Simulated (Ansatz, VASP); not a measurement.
# Two plane-wave programs on HfSi3Mo3

```
Hf Si Mo
1.0
     5.14981    0.00000    0.00000
     0.00000    5.14981    0.00000
     0.00000    0.00000    5.14981
Hf Si Mo
1 3 3
Direct
  0.50000 0.50000 0.50000
  0.50000 0.00000 0.00000
  0.00000 0.50000 0.00000
  0.00000 0.00000 0.50000
  0.50000 0.50000 0.00000
  0.00000 0.50000 0.50000
  0.50000 0.00000 0.50000
```

Change from the starting cell: species swapped into the La3GaBr3 type (Pm-3m, No. 221).

Alike in both runs: functional PBE; k mesh 8 × 8 × 8; occupations gaussian, width 0.1 eV; no spin polarisation.

Ansatz relaxed the structure, and its values are those at the end. VASP's run is a single point on that final structure, the one shown.

```csv
,VASP,Ansatz
version,VASP 6.6.1,Ansatz 0.2.0
potentials or method,"VASP PAW PBE potentials, release 64 (Hf_pv, Si, Mo_sv), cutoff 520 eV","scalar-relativistic, plane waves, PAW"
valence electrons in the cell,64,80
```

```tsv
	VASP	Ansatz	Ansatz less VASP
gap on the k mesh at the Fermi level (eV)	none	none	-
pressure (GPa)	-0.1	0.0	+0.11
```

A gap of «none» marks a metal or a gap that the smearing closes. VASP's potentials hold 64 valence electrons a cell and Ansatz's 80, so a difference there can come from the potentials and not from the codes.

Spin-orbit coupling is off throughout.
